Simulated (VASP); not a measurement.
# Ti2SnTe3 (P-4m2) in VASP: density of states with PBE

Aim: the density of states of Ti2SnTe3 with PBE.

Everything below comes from runs of VASP 6.6.1. Logs are shortened: lines on timing, memory, paths and dates and some standing lists are left out, and cuts for length are marked.

**1. The cell of the first run**

It takes space group P-4m2 (No. 115, tetragonal). Conventional cell: a = 4.190 Å, b = 4.190 Å, c = 8.121 Å, α = 90.00°, β = 90.00°, γ = 90.00°. Within 3.9 Å of Ti (site symmetry 2mm) lie 7 Te at 2.94 to 3.10 Å and 2 Sn at 2.98 Å. Sn (site symmetry -4m2) has 8 Te at 2.96 to 3.70 Å and 4 Ti at 2.98 Å within 3.9 Å. Within 3.9 Å of Te (site symmetry 2mm) lie 5 Ti at 2.94 to 3.10 Å and 6 Te at 3.58 to 3.70 Å and 2 Sn at 3.70 Å. Te (site symmetry -4m2) has 4 Sn at 2.96 Å and 4 Ti at 2.98 Å and 4 Te at 3.70 Å within 3.9 Å.

**2. Density of states, PBE**

File POSCAR:

```
Ti2SnTe3
1.0
    4.1896658197      0.0000000000      0.0000000000
    0.0000000000      4.1896658197      0.0000000000
    0.0000000000      0.0000000000      8.1211591810
Ti Sn Te
2 1 3
Direct
    0.5000000000      0.0000000000      0.7384889737
    0.0000000000      0.5000000000      0.2615110263
    0.5000000000      0.5000000000      0.0000000000
    0.5000000000      0.0000000000      0.3758989921
    0.0000000000      0.5000000000      0.6241010079
    0.0000000000      0.0000000000      0.0000000000
```

File INCAR.step1:

```
PREC     = Accurate       # precision mode
ENCUT    = 520            # plane-wave cutoff, eV
EDIFF    = 1E-7           # SCF threshold, eV
ISMEAR   = 0              # smearing method
SIGMA    = 0.1            # smearing width, eV
LREAL    = F              # projectors in reciprocal space
LASPH    = T              # aspherical terms in the spheres
NELM     = 80             # most SCF steps
ALGO     = Normal         # electronic algorithm
ISIF     = 2              # what is computed and relaxed
LWAVE    = F              # write WAVECAR
LCHARG   = T              # write CHGCAR
LMAXMIX  = 4              # l up to which the mixer works
GGA      = PE             # functional
NBANDS   = 37             # bands
```

File KPOINTS.step1:

```
Automatic mesh
0
Gamma
  10 10 6
```

File INCAR.step2:

```
PREC     = Accurate       # precision mode
ENCUT    = 520            # plane-wave cutoff, eV
EDIFF    = 1E-7           # SCF threshold, eV
ISMEAR   = -5             # smearing method
SIGMA    = 0.1            # smearing width, eV
LREAL    = F              # projectors in reciprocal space
LASPH    = T              # aspherical terms in the spheres
NELM     = 80             # most SCF steps
ALGO     = Normal         # electronic algorithm
ISIF     = 2              # what is computed and relaxed
LWAVE    = F              # write WAVECAR
LCHARG   = F              # write CHGCAR
LMAXMIX  = 4              # l up to which the mixer works
GGA      = PE             # functional
LORBIT   = 10             # projections on sites
NBANDS   = 37             # bands
NEDOS    = 1001           # points of the DOS
ICHARG   = 11             # starting density
```

File KPOINTS.step2:

```
Automatic mesh
0
Gamma
  15 15 9
```

Potentials or basis: VASP PAW PBE potentials, release 64 (Ti_sv, Sn_d, Te).

Launch:

```console
$ cat potpaw_PBE.64/Ti_sv/POTCAR potpaw_PBE.64/Sn_d/POTCAR potpaw_PBE.64/Te/POTCAR > POTCAR
$ cp INCAR.step1 INCAR
$ cp KPOINTS.step1 KPOINTS
$ mpirun -np 1 vasp_std > vasp.out
$ cp INCAR.step2 INCAR
$ cp KPOINTS.step2 KPOINTS
$ mpirun -np 1 vasp_std > vasp.out
```

OUTCAR:

```text
PREC = Accurate
   ENCUT = 520
   EDIFF = 1E-7
   ISMEAR = -5
   LREAL = F
   LASPH = T
   NELM = 80
   ISIF = 2
   GGA = PE
   LORBIT = 10
   ICHARG = 11

 ion  position               nearest neighbor table
   1  0.500  0.000  0.738-   4 2.94   3 2.98   6 2.98   3 2.98   6 2.98   5 3.10   5 3.10   5 3.10
                             5 3.10
   2  0.000  0.500  0.262-   5 2.94   3 2.98   6 2.98   6 2.98   3 2.98   4 3.10   4 3.10   4 3.10
                             4 3.10
   3  0.500  0.500  0.000-   6 2.96   6 2.96   6 2.96   6 2.96   2 2.98   2 2.98   1 2.98   1 2.98
                             5 3.70   5 3.70   4 3.70   4 3.70
   4  0.500  0.000  0.376-   1 2.94   2 3.10   2 3.10   2 3.10   2 3.10   5 3.58   5 3.58   5 3.58
                             5 3.58   3 3.70   3 3.70
   5  0.000  0.500  0.624-   2 2.94   1 3.10   1 3.10   1 3.10   1 3.10   4 3.58   4 3.58   4 3.58
                             4 3.58   3 3.70   3 3.70
   6  0.000  0.000  0.000-   3 2.96   3 2.96   3 2.96   3 2.96   2 2.98   1 2.98   1 2.98   2 2.98

  LATTYP: Found a simple tetragonal cell.
 ALAT       =     4.1896658197
 C/A-ratio  =     1.9383787468

  Lattice vectors:

 A1 = (   4.1896658197,   0.0000000000,   0.0000000000)
 A2 = (   0.0000000000,   4.1896658197,   0.0000000000)
 A3 = (   0.0000000000,   0.0000000000,   8.1211591810)

Analysis of symmetry for initial positions (statically):
=====================================================================
 Subroutine PRICEL returns:
 Original cell was already a primitive cell.

 Routine SETGRP: Setting up the symmetry group for a
 simple tetragonal supercell.

 Subroutine GETGRP returns: Found  8 space group operations
 (whereof  8 operations were pure point group operations)
 out of a pool of 16 trial point group operations.

The static configuration has the point symmetry D_2d.

Analysis of symmetry for dynamics (positions and initial velocities):
=====================================================================
 Subroutine PRICEL returns:
 Original cell was already a primitive cell.

 Routine SETGRP: Setting up the symmetry group for a
 simple tetragonal supercell.

 Subroutine GETGRP returns: Found  8 space group operations
 (whereof  8 operations were pure point group operations)
 out of a pool of 16 trial point group operations.

The dynamic configuration has the point symmetry D_2d.

 Subroutine INISYM returns: Found  8 space group operations
 (whereof  8 operations are pure point group operations),
 and found     1 'primitive' translations

----------------------------------------------------------------------------------------

                                     Primitive cell

  volume of cell :     142.5531

  direct lattice vectors                    reciprocal lattice vectors
     4.189665820  0.000000000  0.000000000     0.238682521  0.000000000  0.000000000
     0.000000000  4.189665820  0.000000000     0.000000000  0.238682521  0.000000000
     0.000000000  0.000000000  8.121159181     0.000000000  0.000000000  0.123135131

  length of vectors
     4.189665820  4.189665820  8.121159181     0.238682521  0.238682521  0.123135131

  position of ions in fractional coordinates (direct lattice)
     0.500000000  0.000000000  0.738488974
     0.000000000  0.500000000  0.261511026
     0.500000000  0.500000000  0.000000000
     0.500000000  0.000000000  0.375898992
     0.000000000  0.500000000  0.624101008
     0.000000000  0.000000000  0.000000000

  ion indices of the primitive-cell ions
   primitive index   ion index
                 1           1
                 2           2
                 3           3
                 4           4
                 5           5
                 6           6

----------------------------------------------------------------------------------------

 KPOINTS: Automatic mesh

Automatic generation of k-mesh.
 Grid dimensions read from file:
 generate k-points for:   15   15    9

 Generating k-lattice:

  Cartesian coordinates                     Fractional coordinates (reciprocal lattice)
     0.015912168  0.000000000  0.000000000     0.066666667  0.000000000  0.000000000
     0.000000000  0.015912168  0.000000000     0.000000000  0.066666667  0.000000000
     0.000000000  0.000000000  0.013681681     0.000000000  0.000000000  0.111111111

  Length of vectors
     0.015912168  0.015912168  0.013681681

  Shift w.r.t. Gamma in fractional coordinates (k-lattice)
     0.000000000  0.000000000  0.000000000

 TETIRR: Found   3013 inequivalent tetrahedra from    12150

 Subroutine IBZKPT returns following result:
 ===========================================

 Found    180 irreducible k-points:

 Following reciprocal coordinates:
            Coordinates               Weight
  0.000000  0.000000  0.000000      1.000000
  0.066667  0.000000  0.000000      4.000000
  0.133333  0.000000  0.000000      4.000000
  0.200000  0.000000  0.000000      4.000000
  0.266667  0.000000  0.000000      4.000000
  0.333333  0.000000  0.000000      4.000000
[... 16 lines left out ...]
  0.266667  0.200000  0.000000      8.000000
  0.333333  0.200000  0.000000      8.000000
 [... further k-points ...]
   k-points           NKPTS =    180   k-points in BZ     NKDIM =    180   number of bands    NBANDS=     37
   number of dos      NEDOS =   1001   number of ions     NIONS =      6
   total plane-waves  NPLWV =  61440
   dimension x,y,z NGX =    32 NGY =   32 NGZ =   60
   dimension x,y,z NGXF=    64 NGYF=   64 NGZF=  120
   ions per type =               2   1   3
   NGX,Y,Z   is equivalent  to a cutoff of  12.70, 12.70, 12.28 a.u.
   NGXF,Y,Z  is equivalent  to a cutoff of  25.40, 25.40, 24.56 a.u.
 SYSTEM =  unknown system
   PREC   = accura    normal or accurate (medium, high low for compatibility)
   ISTART =      0    job   : 0-new  1-cont  2-samecut
   ICHARG =     11    charge: 1-file 2-atom 10-const
   ISPIN  =      1    spin polarized calculation?
   LNONCOLLINEAR =      F non collinear calculations
   LSORBIT =      F    spin-orbit coupling
   LASPH  =      T    aspherical Exc in radial PAW
   ENCUT  =  520.0 eV  38.22 Ry    6.18 a.u.   7.79  7.79 15.10*2*pi/ulx,y,z
   NELM   =     80;   NELMIN=  2; NELMDL=  0     # of ELM steps
   EDIFF  = 0.1E-06   stopping-criterion for ELM
   LREAL  =      F    real-space projection
   EDIFFG = 0.1E-05   stopping-criterion for IOM
   NSW    =      0    number of steps for IOM
   IBRION =     -1    ionic relax: 0-MD 1-quasi-New 2-CG
   NFREE  =      0    steps in history (QN), initial steepest desc. (CG)
   ISIF   =      2    stress and relaxation
   ISYM   =      2    0-nonsym 1-usesym 2-fastsym
   POTIM  = 0.5000    time-step for ionic-motion
   TEBEG  =    0.0;   TEEND  =   0.0 temperature during run
   PSTRESS=    0.0 pullay stress
   NELECT =      56.0000    total number of electrons
   NUPDOWN=      -1.0000    fix difference up-down
   EMIN   =  10.00;   EMAX   =-10.00  energy-range for DOS
   EFERMI =   0.00;   METHOD = LEGACY
   ISMEAR =    -5;   SIGMA  =   0.10  broadening in eV -4-tet -1-fermi 0-gaus
   EFERMI_NEDOS =   21; number of points for ismear=-14 and -15
   IALGO  =     38    algorithm
   IMIX   =      4    mixing-type and parameters
     AMIX     =   0.40;   BMIX     =  1.00
     AMIX_MAG =   1.60;   BMIX_MAG =  1.00
  volume/ion in A,a.u.               =      23.76       160.33
  Fermi-wavevector in a.u.,A,eV,Ry     =   1.198980  2.265744 19.559094  1.437553
  Thomas-Fermi vector in A             =   2.334855
   LORBIT       =     10    0 simple, 1 ext, 2 COOP (PROOUT), +10 PAW based schemes
   GGA     = PE    functional components
   LHFCALC =     F    Hartree Fock is set to
   AEXX    =    0.0000 exact exchange contribution
   IVDW    =     0    specifies the selected vdW correction
   LEPSILON=     F    determine dielectric tensor
   LRPA    =     F    only Hartree local field effects (RPA)
 non-spin polarized calculation
 Fermi weights with tetrahedron method with Bloechl corrections
  energy-cutoff  :      520.00
  volume of cell :      142.55
 maximum number of plane-waves:      3859
 NGX is ok and might be reduce to    32

 number of electron      55.9999982 magnetization

 Free energy of the ion-electron system (eV)
  ---------------------------------------------------
  ext. energy  EPLUGINS =         0.00000000
  ---------------------------------------------------
  free energy    TOTEN  =       -30.83027102 eV

  energy without entropy =      -30.83027102  energy(sigma->0) =      -30.83027102

 E-fermi :   9.0717     XC(G=0): -10.5568

 val. band max:        9.0842399629   @ k =   0.1333   0.1333   0.1111
 cond. band min:       9.0331970814   @ k =   0.0000   0.0000   0.0000
 fundamental gap:     -0.0510428814
 Fermi energy:         9.0717283147

 k-point     1 :       0.0000    0.0000    0.0000
  band No.  band energies     occupation
      1     -48.7713      2.00000
      2     -48.7712      2.00000
      3     -25.1343      2.00000
      4     -25.1343      2.00000
      5     -25.0127      2.00000
      6     -25.0127      2.00000
[... 29 lines left out ...]
     36      10.5597      0.00000
     37      11.1163      0.00000

 k-point     2 :       0.0667    0.0000    0.0000
  band No.  band energies     occupation
      1     -48.7713      2.00000
      2     -48.7712      2.00000
      3     -25.1346      2.00000
      4     -25.1342      2.00000
      5     -25.0130      2.00000
      6     -25.0127      2.00000
[... 29 lines left out ...]
     36      10.5776      0.00000
     37      11.1879      0.00000
[... 838 lines left out ...]
     36      10.8402      0.00000
     37      11.3152      0.00000

 k-point    24 :       0.3333    0.2000    0.0000
  band No.  band energies     occupation
      1     -48.7710      2.00000
      2     -48.7709      2.00000
      3     -25.1401      2.00000
      4     -25.1364      2.00000
      5     -25.0181      2.00000
      6     -25.0146      2.00000
[... 29 lines left out ...]
     36      10.8824      0.00000
     37      11.4877      0.00000

 [... further k-points ...]

------------------------ aborting loop because EDIFF is reached ----------------------------------------

  FORCE on cell =-STRESS in cart. coord.  units (eV):
  Direction    XX          YY          ZZ          XY          YZ          ZX
  --------------------------------------------------------------------------------------
  -------------------------------------------------------------------------------------
  Total       -0.0228673     -0.0228673     -0.2007473      0.0000000      0.0000000      0.0000000
  in kB       -0.2570087     -0.2570087     -2.2562311      0.0000000      0.0000000      0.0000000
  external PRESSURE =      -0.9234162 kB  Pullay stress =       0.0000000 kB

 VOLUME and BASIS-vectors are now :
 -----------------------------------------------------------------------------
  energy-cutoff  :      520.00
  volume of cell :      142.55
      direct lattice vectors                 reciprocal lattice vectors
     4.189665820  0.000000000  0.000000000     0.238682521  0.000000000  0.000000000
     0.000000000  4.189665820  0.000000000     0.000000000  0.238682521  0.000000000
     0.000000000  0.000000000  8.121159181     0.000000000  0.000000000  0.123135131

 POSITION                                       TOTAL-FORCE (eV/Angst)
 -----------------------------------------------------------------------------------
      2.09483      0.00000      5.99739        -0.000000     -0.000000      0.019368
      0.00000      2.09483      2.12377         0.000000     -0.000000     -0.019368
      2.09483      2.09483      0.00000        -0.000000      0.000000      0.000000
      2.09483      0.00000      3.05274        -0.000000     -0.000000      0.000857
      0.00000      2.09483      5.06842        -0.000000     -0.000000     -0.000857
      0.00000      0.00000      0.00000        -0.000000     -0.000000      0.000000
 -----------------------------------------------------------------------------------
    total drift:                               -0.000000     -0.000000      0.000000

  FREE ENERGIE OF THE ION-ELECTRON SYSTEM (eV)
  ---------------------------------------------------
  free  energy   TOTEN  =       -30.8302710198 eV

  energy  without entropy=      -30.8302710198  energy(sigma->0) =      -30.83027102

 total charge

# of ion       s       p       d       tot
------------------------------------------
    1        2.130   6.054   1.906  10.090
    2        2.130   6.054   1.906  10.090
    3        1.227   1.166  10.017  12.410
    4        1.370   1.970   0.037   3.376
    5        1.370   1.970   0.037   3.376
    6        1.393   1.945   0.089   3.427
--------------------------------------------------
tot          9.619  19.159  13.991  42.769
```

Run time: 8.7 min. Hardware: 1 thread of Intel Xeon 6975P-C (Granite Rapids), shared host; peak memory 0.87 GiB.

Results:

```yaml
Valence_electrons_inside_the_program's_atomic_spheres: Ti 10.09; Sn 12.41; Te 3.38, 3.43
```

Caveat: spin-orbit coupling is left out, which moves the levels of the heavy elements; tetrahedron occupations give inexact forces and stress in metals.
